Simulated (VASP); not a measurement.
# C in VASP: notebook

Runs on C. Level: LDA. Tasks: single point.

Program: VASP 6.6.1. These are calculated values, not measurements. Logs are shortened: lines on timing, memory, paths and dates and some standing lists are left out, and cuts for length are marked.

## 1. The cell of the first run

The cell holds a slab with vacuum, 11 atoms: a = 3.601 Å, b = 4.234 Å, c = 20.292 Å, α = 90.00°, β = 90.00°, γ = 113.08°.

## 2. Single point, LDA, collinear spin

The input, INCAR:

```
PREC = Accurate
ENCUT = 520
EDIFF = 1E-7
ISMEAR = 0
SIGMA = 0.05
LREAL = False
LASPH = True
NELM = 150
ALGO = Normal
ISIF = 2
LWAVE = False
LCHARG = False
ISPIN = 2
MAGMOM = 0 0 0 0 0 0 0 0 0 0 2
LORBIT = 11
LDIPOL = True
IDIPOL = 3
DIPOL = 0.5 0.5 0.332
GGA = CA
NBANDS = 37
KPAR = 4
```

The input, KPOINTS:

```
regular mesh
0
Gamma
  8 7 1
```

The input, POSCAR:

```
C
1.0
    3.6007758780      0.0000000000      0.0000000000
   -1.6597065490      3.8953906210      0.0000000000
    0.0000000000      0.0000000000     20.2916832249
C
11
Direct
    0.5002258020      0.3334086007      0.1971250958
    0.4997741980      0.6665913993      0.1971250958
    0.5002258020      0.8334086007      0.2573624142
    0.4997741980      0.1665913993      0.2573624142
    0.5000916110      0.3353041227      0.3175585836
    0.4999083890      0.6646958773      0.3175585836
    0.5001245190      0.8366737309      0.3780040013
    0.4998754810      0.1633262691      0.3780040013
    0.5003807576      0.3543365541      0.4332653495
    0.4996192424      0.6456634459      0.4332653495
    0.7503807576      0.6043365541      0.4813522650
```

Potentials or basis: VASP PAW LDA potentials, release 64 (C).

Command:

```sh
$ cat potpaw_LDA.64/C/POTCAR > POTCAR
$ mpirun -np 4 vasp_std > vasp.out
```

OUTCAR:

```text
PREC = Accurate
   ENCUT = 520
   EDIFF = 1E-7
   ISMEAR = 0
   LREAL = False
   LASPH = True
   NELM = 150
   ISIF = 2
   ISPIN = 2
   LORBIT = 11
   GGA = CA

 ion  position               nearest neighbor table
   1  0.500  0.333  0.197-   2 1.41   4 1.41
   2  0.500  0.667  0.197-   1 1.41   3 1.41
   3  0.500  0.833  0.257-   4 1.41   2 1.41   6 1.41
   4  0.500  0.167  0.257-   3 1.41   1 1.41   5 1.41
   5  0.500  0.335  0.318-   6 1.39   4 1.41   8 1.43
   6  0.500  0.665  0.318-   5 1.39   3 1.41   7 1.43
   7  0.500  0.837  0.378-  10 1.38   8 1.38   6 1.43
   8  0.500  0.163  0.378-   9 1.38   7 1.38   5 1.43
   9  0.500  0.354  0.433-  10 1.23   8 1.38  11 1.46
  10  0.500  0.646  0.433-   9 1.23   7 1.38  11 1.39
  11  0.750  0.604  0.481-  10 1.39   9 1.46

  LATTYP: Found a simple monoclinic cell.
 ALAT       =     3.6007758780
 B/A-ratio  =     5.6353641305
 C/A-ratio  =     1.1759212429
 COS(beta)  =    -0.3919737476

  Lattice vectors:

 A1 = (   3.6007758780,   0.0000000000,   0.0000000000)
 A2 = (   0.0000000000,   0.0000000000, -20.2916832249)
 A3 = (  -1.6597065490,   3.8953906210,   0.0000000000)

Analysis of symmetry for initial positions (statically):
=====================================================================
 Subroutine PRICEL returns:
 Original cell was already a primitive cell.

 Routine SETGRP: Setting up the symmetry group for a
 simple monoclinic supercell.

 Subroutine GETGRP returns: Found  1 space group operations
 (whereof  1 operations were pure point group operations)
 out of a pool of  4 trial point group operations.

The static configuration has the point symmetry C_1 .

Analysis of symmetry for dynamics (positions and initial velocities):
=====================================================================
 Subroutine PRICEL returns:
 Original cell was already a primitive cell.

 Routine SETGRP: Setting up the symmetry group for a
 simple monoclinic supercell.

 Subroutine GETGRP returns: Found  1 space group operations
 (whereof  1 operations were pure point group operations)
 out of a pool of  4 trial point group operations.

The dynamic configuration has the point symmetry C_1 .

Analysis of structural, dynamic, and magnetic symmetry:
=====================================================================
 Subroutine PRICEL returns:
 Original cell was already a primitive cell.

 Routine SETGRP: Setting up the symmetry group for a
 simple monoclinic supercell.

 Subroutine GETGRP returns: Found  1 space group operations
 (whereof  1 operations were pure point group operations)
 out of a pool of  4 trial point group operations.

The overall configuration has the point symmetry C_1 .

 Subroutine INISYM returns: Found  1 space group operations
 (whereof  1 operations are pure point group operations),
 and found     1 'primitive' translations

----------------------------------------------------------------------------------------

                                     Primitive cell

  volume of cell :     284.6198

  direct lattice vectors                    reciprocal lattice vectors
     3.600775878  0.000000000  0.000000000     0.277717924  0.118327095  0.000000000
    -1.659706549  3.895390621  0.000000000     0.000000000  0.256713664  0.000000000
     0.000000000  0.000000000 20.291683225     0.000000000  0.000000000  0.049281274

  length of vectors
     3.600775878  4.234228846 20.291683225     0.301875051  0.256713664  0.049281274

  position of ions in fractional coordinates (direct lattice)
     0.500225802  0.333408601  0.197125096
     0.499774198  0.666591399  0.197125096
     0.500225802  0.833408601  0.257362414
     0.499774198  0.166591399  0.257362414
     0.500091611  0.335304123  0.317558584
[... 87 lines left out ...]
   LNONCOLLINEAR =      F non collinear calculations
   LSORBIT =      F    spin-orbit coupling
   LASPH  =      T    aspherical Exc in radial PAW
   ENCUT  =  520.0 eV  38.22 Ry    6.18 a.u.   6.70  7.87 37.73*2*pi/ulx,y,z
   NELM   =    150;   NELMIN=  2; NELMDL= -5     # of ELM steps
   EDIFF  = 0.1E-06   stopping-criterion for ELM
   LREAL  =      F    real-space projection
   EDIFFG = 0.1E-05   stopping-criterion for IOM
   NSW    =      0    number of steps for IOM
   IBRION =     -1    ionic relax: 0-MD 1-quasi-New 2-CG
   NFREE  =      0    steps in history (QN), initial steepest desc. (CG)
   ISIF   =      2    stress and relaxation
   ISYM   =      2    0-nonsym 1-usesym 2-fastsym
   POTIM  = 0.5000    time-step for ionic-motion
   TEBEG  =    0.0;   TEEND  =   0.0 temperature during run
   PSTRESS=    0.0 pullay stress
   NELECT =      44.0000    total number of electrons
   NUPDOWN=      -1.0000    fix difference up-down
   EMIN   =  10.00;   EMAX   =-10.00  energy-range for DOS
   EFERMI =   0.00;   METHOD = LEGACY
   ISMEAR =     0;   SIGMA  =   0.05  broadening in eV -4-tet -1-fermi 0-gaus
   EFERMI_NEDOS =   21; number of points for ismear=-14 and -15
   IALGO  =     38    algorithm
   IMIX   =      4    mixing-type and parameters
     AMIX     =   0.40;   BMIX     =  1.00
     AMIX_MAG =   1.60;   BMIX_MAG =  1.00
  volume/ion in A,a.u.               =      25.87       174.61
  Fermi-wavevector in a.u.,A,eV,Ry     =   0.878626  1.660362 10.503473  0.771983
  Thomas-Fermi vector in A             =   1.998738
   LORBIT       =     11    0 simple, 1 ext, 2 COOP (PROOUT), +10 PAW based schemes
   GGA     = CA    functional components
   LHFCALC =     F    Hartree Fock is set to
   AEXX    =    0.0000 exact exchange contribution
   IVDW    =     0    specifies the selected vdW correction
   LEPSILON=     F    determine dielectric tensor
   LRPA    =     F    only Hartree local field effects (RPA)
 spin polarized calculation
 Gauss-broadening in eV      SIGMA  =   0.05
  energy-cutoff  :      520.00
  volume of cell :      284.62
 maximum number of plane-waves:      7702
   NGX = 13   NGY = 15   NGZ = 75

 dipolmoment           0.000000      0.000000     -0.006015 electrons x Angstroem

 number of electron      44.0000000 magnetization       0.0001531

 number of electron      44.0000000 magnetization      -0.0000086

 dipolmoment           0.000000      0.000000      0.076969 electrons x Angstroem

 Free energy of the ion-electron system (eV)
  ---------------------------------------------------
  ext. energy  EPLUGINS =         0.00000000
  ---------------------------------------------------
  free energy    TOTEN  =       -98.19067248 eV

  energy without entropy =      -98.18692632  energy(sigma->0) =      -98.18879940

 E-fermi :  -3.3385     XC(G=0):  -4.4880

 val. band max:       -3.3606915097   @ k =   0.2500   0.4286   0.0000
 cond. band min:      -3.3352381548   @ k =   0.0000   0.4286   0.0000
 fundamental gap:      0.0254533549
 Fermi energy:        -3.3385435364

 spin component 1

 k-point     1 :       0.0000    0.0000    0.0000
  band No.  band energies     occupation
      1     -22.7646      1.00000
      2     -21.2870      1.00000
      3     -19.1467      1.00000
      4     -16.4760      1.00000
      5     -16.3810      1.00000
      6     -15.5339      1.00000
[... 877 lines left out ...]
     33       5.8706      0.00000
     34       5.9999      0.00000

 [... further k-points ...]

 spin component 2

 k-point     1 :       0.0000    0.0000    0.0000
  band No.  band energies     occupation
      1     -22.7646      1.00000
      2     -21.2870      1.00000
      3     -19.1467      1.00000
      4     -16.4760      1.00000
      5     -16.3810      1.00000
      6     -15.5339      1.00000
[... 877 lines left out ...]
     33       5.8706      0.00000
     34       5.9998      0.00000

 [... further k-points ...]

 [bands above 34 left out]

------------------------ aborting loop because EDIFF is reached ----------------------------------------

 vacuum level on the upper side and lower side of the slab       (xc-potential included)         0.473        -0.495

  FORCE on cell =-STRESS in cart. coord.  units (eV):
  Direction    XX          YY          ZZ          XY          YZ          ZX
  --------------------------------------------------------------------------------------
  -------------------------------------------------------------------------------------
  Total        1.0683010      6.1666827      0.1095304     -4.1117146     -0.9566278      1.2674350
  in kB        6.0136624     34.7133882      0.6165666    -23.1455958     -5.3850335      7.1346240
  external PRESSURE =      13.7812057 kB  Pullay stress =       0.0000000 kB

 VOLUME and BASIS-vectors are now :
 -----------------------------------------------------------------------------
  energy-cutoff  :      520.00
  volume of cell :      284.62
      direct lattice vectors                 reciprocal lattice vectors
     3.600775878  0.000000000  0.000000000     0.277717924  0.118327095  0.000000000
    -1.659706549  3.895390621  0.000000000     0.000000000  0.256713664  0.000000000
     0.000000000  0.000000000 20.291683225     0.000000000  0.000000000  0.049281274

 POSITION                                       TOTAL-FORCE (eV/Angst)
 -----------------------------------------------------------------------------------
      1.24784      1.29876      4.00000        -2.873910      6.730883      1.121710
      0.69323      2.59663      4.00000         2.859041     -6.726808      1.124253
      0.41799      3.24645      5.22232        -0.125127      0.454284     -1.140394
      1.52308      0.64894      5.22232         0.236114     -0.407726     -1.103337
      1.24421      1.30614      6.44380         0.192764     -0.519546     -0.026881
      0.69686      2.58925      6.44380        -0.256700      0.545715      0.069588
      0.41220      3.25917      7.67034        -1.062274      0.803281     -1.499551
      1.52887      0.63622      7.67034        -0.155856     -1.206200     -1.094145
      1.21366      1.38028      8.79168         4.241405     -5.956140      1.885714
      0.72741      2.51511      8.79168        -3.138688      7.469674      0.501081
      1.69893      2.35413      9.76745         0.083232     -1.187418      0.161962
 -----------------------------------------------------------------------------------
    total drift:                                0.000080     -0.000049      0.000115

  FREE ENERGIE OF THE ION-ELECTRON SYSTEM (eV)
  ---------------------------------------------------
  free  energy   TOTEN  =       -98.1906724846 eV

  energy  without entropy=      -98.1869263239  energy(sigma->0) =      -98.18879940

 vacuum level on the upper side and lower side of the slab         4.196         3.202

 total charge

# of ion       s       p       d       tot
------------------------------------------
    1        0.841   1.592   0.000   2.433
    2        0.841   1.592   0.000   2.433
    3        0.863   1.774   0.000   2.636
    4        0.863   1.774   0.000   2.637
    5        0.865   1.809   0.000   2.674
    6        0.865   1.810   0.000   2.675
    7        0.869   1.829   0.000   2.698
    8        0.866   1.826   0.000   2.693
    9        0.897   1.909   0.000   2.806
   10        0.910   1.955   0.000   2.865
   11        0.951   1.389   0.000   2.340
--------------------------------------------------
tot          9.631  19.259   0.000  28.890

 magnetization (x)

# of ion       s       p       d       tot
------------------------------------------
    1       -0.000  -0.000   0.000  -0.000
    2       -0.000  -0.000   0.000  -0.000
    3       -0.000  -0.000   0.000  -0.000
    4       -0.000  -0.000   0.000  -0.000
    5        0.000   0.000   0.000   0.000
    6        0.000   0.000   0.000   0.000
    7        0.000   0.000   0.000   0.000
    8        0.000   0.000   0.000   0.000
    9        0.000   0.000   0.000   0.000
   10        0.000   0.000   0.000   0.000
   11        0.000   0.000   0.000   0.000
--------------------------------------------------
tot         -0.000  -0.000   0.000  -0.000
```

Wall time 6.7 min (4 MPI ranks of Intel Xeon Platinum 8488C (Sapphire Rapids), shared host); peak memory 0.56 GiB.

Results:

* Free energy: -98.1907 eV
* Largest force: 8.118 eV/Å
* Band gap on the k mesh: zero (filled and empty bands overlap)
* Net moment: 0.00 μB per cell
* Valence electrons inside the program's atomic spheres: C 2.43, 2.64, 2.67, 2.70, 2.69, 2.81, 2.87, 2.34 (each value once)

Forces on the atoms (eV/Å):
```
C   -2.874  6.731  1.122
C    2.859 -6.727  1.124
C   -0.125  0.454 -1.140
C    0.236 -0.408 -1.103
C    0.193 -0.520 -0.027
C   -0.257  0.546  0.070
C   -1.062  0.803 -1.500
C   -0.156 -1.206 -1.094
C    4.241 -5.956  1.886
C   -3.139  7.470  0.501
C    0.083 -1.187  0.162
```

## 3. Single point, LDA, collinear spin

The input, INCAR:

```
SYSTEM = C
PREC = Accurate
ENCUT = 520
EDIFF = 1E-6
ISMEAR = 0
SIGMA = 0.05
LREAL = .FALSE.
LASPH = .TRUE.
NELM = 150
ALGO = Normal
ISIF = 2
LWAVE = .FALSE.
LCHARG = .FALSE.
ISPIN = 2
MAGMOM = 0 0 0 0 0 0 0 0 0 0 2
LORBIT = 11
LDIPOL = .TRUE.
IDIPOL = 3
DIPOL = 0.5 0.5 0.330
NBANDS = 37
KPAR = 4
```

The input, KPOINTS:

```
Automatic mesh
0
G
  8 7 1
  0 0 0
```

Changes to POSCAR since step 2:

```diff
@@ -18,2 +18,2 @@
     0.4996192424      0.6456634459      0.4332653495
-    0.7503807576      0.6043365541      0.4813522650
+    0.7503807576      1.1043365541      0.4631691578
```

Potentials or basis: VASP PAW LDA potentials, release 64 (C).

Command:

```sh
$ cat potpaw_LDA.64/C/POTCAR > POTCAR
$ mpirun -np 4 vasp_std > vasp.out
```

It took 3.9 min on 4 MPI ranks of Intel Xeon Platinum 8488C (Sapphire Rapids), shared host; peak memory 0.58 GiB.

It converged, with:

```
Free energy                                           : -96.2269 eV
Largest force                                         : 10.447 eV/Å
Net moment                                            : 0.00 μB per cell
Valence electrons inside the program's atomic spheres : C 2.43, 2.44, 2.63, 2.64, 2.67, 2.68, 2.69, 2.70, 2.07 (each value once)
```

Forces on the atoms (eV/Å):
```
C   -2.813  6.401  1.180
C    2.706 -6.438  1.192
C    0.008  0.167 -1.188
C    0.099 -0.119 -1.142
C    0.491 -0.184 -0.584
C    0.156  0.501 -0.662
C   -0.196 -2.041 -1.843
C   -1.134  0.805 -2.413
C    4.829 -8.428  3.317
C   -2.809  9.836  2.118
C   -1.337 -0.499  0.024
```

The gap in the log of VASP goes by the Fermi energy; the results here count the filled bands.